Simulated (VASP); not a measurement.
# InPd (Pm-3m) in VASP: a series of runs, part 2 of 2

VASP 6.6.1. Earlier steps stand in the parts before.

### 4 Single point, PBEsol

This run uses another cell than the first one, of 17.15 Å³/atom, 1.116 times its volume.

The input, INCAR:

```
SYSTEM = InPd
PREC = Accurate
ENCUT = 520
EDIFF = 1E-7
ISMEAR = 1
SIGMA = 0.1
LREAL = .False.
LASPH = .True.
NELM = 60
ALGO = Normal
ISIF = 2
LWAVE = .False.
LCHARG = .False.
GGA = PS
NBANDS = 18
```

The input, KPOINTS:

```
Automatic mesh
0
Gamma
  7 7 7
  0 0 0
```

The input, POSCAR:

```
InPd
1.0
    3.2489095304      0.0000000000      0.0000000000
    0.0000000000      3.2489095304      0.0000000000
    0.0000000000      0.0000000000      3.2489095304
In Pd
1 1
Direct
    0.0000000000      0.0000000000      0.0000000000
    0.5000000000      0.5000000000      0.5000000000
```

Potentials or basis: VASP PAW PBE potentials, release 64 (In_d, Pd).

Command:

```
cat potpaw_PBE.64/In_d/POTCAR potpaw_PBE.64/Pd/POTCAR > POTCAR
mpirun -np 1 vasp_std > vasp.out
```

OUTCAR:

```text
SYSTEM = InPd
   PREC = Accurate
   ENCUT = 520
   EDIFF = 1E-7
   ISMEAR = 1
   LREAL = .False.
   LASPH = .True.
   NELM = 60
   ISIF = 2
   GGA = PS

 ion  position               nearest neighbor table
   1  0.000  0.000  0.000-   2 2.81   2 2.81   2 2.81   2 2.81   2 2.81   2 2.81   2 2.81   2 2.81

   2  0.500  0.500  0.500-   1 2.81   1 2.81   1 2.81   1 2.81   1 2.81   1 2.81   1 2.81   1 2.81

  LATTYP: Found a simple cubic cell.
 ALAT       =     3.2489095304

  Lattice vectors:

 A1 = (   3.2489095304,   0.0000000000,   0.0000000000)
 A2 = (   0.0000000000,   3.2489095304,   0.0000000000)
 A3 = (   0.0000000000,   0.0000000000,   3.2489095304)

Analysis of symmetry for initial positions (statically):
=====================================================================
 Subroutine PRICEL returns:
 Original cell was already a primitive cell.

 Routine SETGRP: Setting up the symmetry group for a
 simple cubic supercell.

 Subroutine GETGRP returns: Found 48 space group operations
 (whereof 48 operations were pure point group operations)
 out of a pool of 48 trial point group operations.

The static configuration has the point symmetry O_h .

Analysis of symmetry for dynamics (positions and initial velocities):
=====================================================================
 Subroutine PRICEL returns:
 Original cell was already a primitive cell.

 Routine SETGRP: Setting up the symmetry group for a
 simple cubic supercell.

 Subroutine GETGRP returns: Found 48 space group operations
 (whereof 48 operations were pure point group operations)
 out of a pool of 48 trial point group operations.

The dynamic configuration has the point symmetry O_h .

 Subroutine INISYM returns: Found 48 space group operations
 (whereof 48 operations are pure point group operations),
 and found     1 'primitive' translations

[... 103 lines left out ...]
   EFERMI =   0.00;   METHOD = LEGACY
   ISMEAR =     1;   SIGMA  =   0.10  broadening in eV -4-tet -1-fermi 0-gaus
   EFERMI_NEDOS =   21; number of points for ismear=-14 and -15
   IALGO  =     38    algorithm
   IMIX   =      4    mixing-type and parameters
     AMIX     =   0.40;   BMIX     =  1.00
     AMIX_MAG =   1.60;   BMIX_MAG =  1.00
  volume/ion in A,a.u.               =      17.15       115.71
  Fermi-wavevector in a.u.,A,eV,Ry     =   1.433001  2.707979 27.939453  2.053492
  Thomas-Fermi vector in A             =   2.552567
   LORBIT       =      0    0 simple, 1 ext, 2 COOP (PROOUT), +10 PAW based schemes
   GGA     = PS    functional components
   LHFCALC =     F    Hartree Fock is set to
   AEXX    =    0.0000 exact exchange contribution
   IVDW    =     0    specifies the selected vdW correction
   LEPSILON=     F    determine dielectric tensor
   LRPA    =     F    only Hartree local field effects (RPA)
 non-spin polarized calculation
 Methfessel and Paxton  Order N= 1 SIGMA  =   0.10
  energy-cutoff  :      520.00
  volume of cell :       34.29
 maximum number of plane-waves:       940
   NGX = 13   NGY = 13   NGZ = 13

 number of electron      22.9999989 magnetization

 Free energy of the ion-electron system (eV)
  ---------------------------------------------------
  ext. energy  EPLUGINS =         0.00000000
  ---------------------------------------------------
  free energy    TOTEN  =       -10.01134436 eV

  energy without entropy =      -10.00897047  energy(sigma->0) =      -10.01055306

 E-fermi :  10.8965     XC(G=0): -12.5231

 val. band max:       10.8929360040   @ k =   0.4286   0.4286   0.4286
 cond. band min:      10.9324466998   @ k =   0.4286   0.2857   0.2857
 fundamental gap:      0.0395106957
 Fermi energy:        10.8965480936

 k-point     1 :       0.0000    0.0000    0.0000
  band No.  band energies     occupation
      1      -4.2575      2.00000
      2      -4.2575      2.00000
      3      -3.8167      2.00000
      4      -3.8167      2.00000
      5      -3.8167      2.00000
      6       0.3621      2.00000
[... 397 lines left out ...]
      5      -3.6220      2.00000
      6       5.3538      2.00000
[... 10 lines left out ...]
     17      16.2013      0.00000
     18      18.3820      0.00000

------------------------ aborting loop because EDIFF is reached ----------------------------------------

  FORCE on cell =-STRESS in cart. coord.  units (eV):
  Direction    XX          YY          ZZ          XY          YZ          ZX
  --------------------------------------------------------------------------------------
  -------------------------------------------------------------------------------------
  Total        0.0381726      0.0381726      0.0381726     -0.0000000     -0.0000000      0.0000000
  in kB        1.7834032      1.7834032      1.7834032     -0.0000000     -0.0000000      0.0000000
  external PRESSURE =       1.7834032 kB  Pullay stress =       0.0000000 kB

 VOLUME and BASIS-vectors are now :
 -----------------------------------------------------------------------------
  energy-cutoff  :      520.00
  volume of cell :       34.29
      direct lattice vectors                 reciprocal lattice vectors
     3.248909530  0.000000000  0.000000000     0.307795582  0.000000000  0.000000000
     0.000000000  3.248909530  0.000000000     0.000000000  0.307795582  0.000000000
     0.000000000  0.000000000  3.248909530     0.000000000  0.000000000  0.307795582

 POSITION                                       TOTAL-FORCE (eV/Angst)
 -----------------------------------------------------------------------------------
      0.00000      0.00000      0.00000         0.000000      0.000000      0.000000
      1.62445      1.62445      1.62445         0.000000      0.000000      0.000000
 -----------------------------------------------------------------------------------
    total drift:                                0.000000      0.000000     -0.000000

  FREE ENERGIE OF THE ION-ELECTRON SYSTEM (eV)
  ---------------------------------------------------
  free  energy   TOTEN  =       -10.0113443602 eV

  energy  without entropy=      -10.0089704725  energy(sigma->0) =      -10.01055306
```

stdout:

```text
POSCAR found type information on POSCAR InPd
 POSCAR found :  2 types and       2 ions
 scaLAPACK will be used
 -----------------------------------------------------------------------------
|                                                                             |
|                                                                             |
|     You enforced a specific xc type in the INCAR file but a different       |
|     I HOPE YOU KNOW WHAT YOU ARE DOING!                                     |
|                                                                             |
 -----------------------------------------------------------------------------

 LDA part: xc-table for (Slater+PW92), standard interpolation
 POSCAR, INCAR and KPOINTS ok, starting setup
 FFT: planning ... GRIDC
 FFT: planning ... GRID_SOFT
 FFT: planning ... GRID
 WAVECAR not read
 entering main loop
```

It took 10 s on 1 thread of Intel Xeon 8259CL, shared host; peak memory 0.15 GiB.

Results:

```yaml
Free_energy: -10.0113 eV
Pressure: 0.2 GPa
```

Caveat: the PAW data sets were made with another functional, which shifts forces and pressure a little; spin-orbit coupling is left out, which moves the levels of the heavy elements.

### 5 Single point, PBEsol

This run uses another cell than the first one, of 16.56 Å³/atom, 1.078 times its volume.

The input, INCAR:

```
SYSTEM = InPd
PREC = Accurate
ENCUT = 520
EDIFF = 1E-6
ISMEAR = 1
SIGMA = 0.1
LREAL = .FALSE.
LASPH = .TRUE.
NELM = 80
ALGO = Normal
ISIF = 2
LWAVE = .FALSE.
LCHARG = .FALSE.
GGA = PS
NBANDS = 18
```

The input, KPOINTS:

```
regular mesh
0
G
  7 7 7
  0 0 0
```

The input, POSCAR:

```
InPd
1.0
    3.2114245231      0.0000000000      0.0000000000
    0.0000000000      3.2114245231      0.0000000000
    0.0000000000      0.0000000000      3.2114245231
In Pd
1 1
Direct
    0.0000000000      0.0000000000      0.0000000000
    0.5000000000      0.5000000000      0.5000000000
```

Command:

```
cat potpaw_PBE.64/In_d/POTCAR potpaw_PBE.64/Pd/POTCAR > POTCAR
mpirun -np 1 vasp_std > vasp.out
```

Run time: 10 s. Hardware: 1 thread of Intel Xeon 8259CL, shared host; peak memory 0.14 GiB.

The run converged. Its results:

```yaml
Free_energy: -9.9920 eV
Pressure: 5.2 GPa
```

Levels at points of the mesh, in eV from the Fermi level:
| k point | band 7 | band 8 | band 9 | band 10 | band 11 | band 12 | band 13 | band 14 | band 15 | band 16 |
| --- | --- | --- | --- | --- | --- | --- | --- | --- | --- | --- |
| (0.00, 0.00, 0.00) | -4.39 | -4.39 | -2.69 | -2.69 | -2.69 | 3.97 | 3.97 | 3.97 | 9.82 | 10.69 |

Caveat: the PAW data sets were made with another functional, which shifts forces and pressure a little; spin-orbit coupling is left out, which moves the levels of the heavy elements.

### 6 Relaxation of cell and atoms, PBEsol

This run uses another cell than the first one, of 17.48 Å³/atom, 1.138 times its volume.

The input, INCAR:

```
PREC = Accurate
ENCUT = 600
EDIFF = 1E-6
ISMEAR = 1
SIGMA = 0.1
LREAL = False
LASPH = True
NELM = 80
ALGO = Normal
ISIF = 3
LWAVE = False
LCHARG = False
GGA = PS
IBRION = 2
NSW = 80
EDIFFG = -0.02
```

The input, KPOINTS:

```
Automatic mesh
0
Gamma
  7 7 7
```

The input, POSCAR:

```
InPd
1.0
    3.2700000000      0.0000000000      0.0000000000
    0.0000000000      3.2700000000      0.0000000000
    0.0000000000      0.0000000000      3.2700000000
In Pd
1 1
Direct
    0.0000000000      0.0000000000      0.0000000000
    0.5000000000      0.5000000000      0.5000000000
```

Potentials or basis: VASP PAW PBE potentials, release 64 (In_d, Pd).

Command:

```
cat potpaw_PBE.64/In_d/POTCAR potpaw_PBE.64/Pd/POTCAR > POTCAR
mpirun -np 1 vasp_std > vasp.out
```

It took 42 s on 1 thread of Intel Xeon 8259CL, shared host; peak memory 0.17 GiB.

The run converged. Its results:

```
Free energy                            : -10.0122 eV
Relaxed volume                         : 17.18 Å³/atom
Relaxed cell                           : a = 3.251 Å, b = 3.251 Å, c = 3.251 Å, α = 90.00°, β = 90.00°, γ = 90.00°
Space group after relaxing (to 0.05 Å) : Pm-3m (No. 221)
Energy gained by relaxing              : 2.1 meV/atom
Ionic steps                            : 3
Pressure after relaxing                : 0.0 GPa
```

Step by step:
| step | energy change (eV) | largest force (eV/Å) | pressure (GPa) | volume (Å³) |
| --- | --- | --- | --- | --- |
| 1 | 0.0000 | 0.0000 | -2.16 | 34.97 |
| 2 | -0.0004 | 0.0000 | 2.22 | 33.79 |
| 3 | -0.0042 | 0.0000 | 0.02 | 34.35 |

Final structure:
```cif
data_structure
_symmetry_space_group_name_H-M 'P 1'
_symmetry_Int_Tables_number 1
_cell_length_a 3.2507
_cell_length_b 3.2507
_cell_length_c 3.2507
_cell_angle_alpha 90.000
_cell_angle_beta 90.000
_cell_angle_gamma 90.000
_cell_volume 34.35
loop_
_atom_site_label
_atom_site_type_symbol
_atom_site_fract_x
_atom_site_fract_y
_atom_site_fract_z
_atom_site_occupancy
In1 In 0.00000 0.00000 0.00000 1
Pd1 Pd 0.50000 0.50000 0.50000 1
```

Levels at points of the mesh, in eV from the Fermi level:
```
           k point  band 9  band 10  band 11  band 12  band 13  band 14
(0.00, 0.00, 0.00)   -2.57    -2.57    -2.57     3.96     3.96     3.96
```

Caveat: the PAW data sets were made with another functional, which shifts forces and pressure a little; spin-orbit coupling is left out, which moves the levels of the heavy elements.

### 7 The runs side by side

| task | cell | cutoff (eV) | gap on the mesh (eV) | pressure (GPa) |
| --- | --- | --- | --- | --- |
| single point | a = 3.132 Å, 2 atoms | 520 | none | 20.4 |
| single point | a = 3.181 Å, 2 atoms | 520 | none | 10.3 |
| single point | a = 3.249 Å, 2 atoms | 520 | none | 0.2 |
| single point | a = 3.211 Å, 2 atoms | 520 | none | 5.2 |
| relaxation of cell and atoms | relaxed from a = 3.270 Å, 2 atoms | 600 | none | 0.0 |

Alike in all rows: level PBEsol; potentials or basis VASP PAW PBE potentials, release 64 (In_d, Pd); no spin polarisation; k mesh 7 × 7 × 7; smearing methfessel-paxton 0.1 eV.

Caveats: the PAW data sets were made with another functional, which shifts forces and pressure a little; spin-orbit coupling is left out, which moves the levels of the heavy elements.

Total energies depend on the potentials used, so only differences within one code and one set of settings carry meaning.
